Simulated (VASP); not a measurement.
**SiNi (NiAs type): single point with PBE**

SiNi (NiAs type):

```
CELL_PARAMETERS angstrom
3.34440 0.00000 0.00000
-1.67220 2.89634 0.00000
0.00000 0.00000 4.64327
ATOMIC_POSITIONS crystal
Ni 0.00000 0.00000 0.00000
Ni 0.00000 0.00000 0.50000
Si 0.33333 0.66667 0.25000
Si 0.66667 0.33333 0.75000
```

- Program: VASP 6.6.1
- Task: single point
- Functional: PBE
- Potentials or basis: VASP PAW PBE potentials, release 64 (Ni, Si)
- Cutoff: 520 eV
- k mesh: 11 × 11 × 7
- Occupations: fermi-dirac, width 0.1 eV
- Spin: no spin polarisation

```json
{
 "Pressure": "29.6 GPa",
 "Band gap on the k mesh": "zero (bands 14 and 15 overlap by 5.32 eV)"
}
```

Stress tensor (GPa, compression positive):
```
29.56  0.00  0.00
 0.00 29.56  0.00
 0.00  0.00 29.78
```

Levels at points of the mesh, in eV from the Fermi level:
```tsv
k point	band 12	band 13	band 14	band 15	band 16	band 17
(0.00, 0.00, 0.00)	-1.78	0.38	2.71	2.71	5.34	5.34
```

Run time: 2.2 min on 1 thread of Intel Xeon 8259CL, with other jobs on the host, peak memory 0.21 GiB.

Caveat: the cell stands under pressure. Spin polarisation is off, so any magnetic state and its effect on volume and gap are missing.
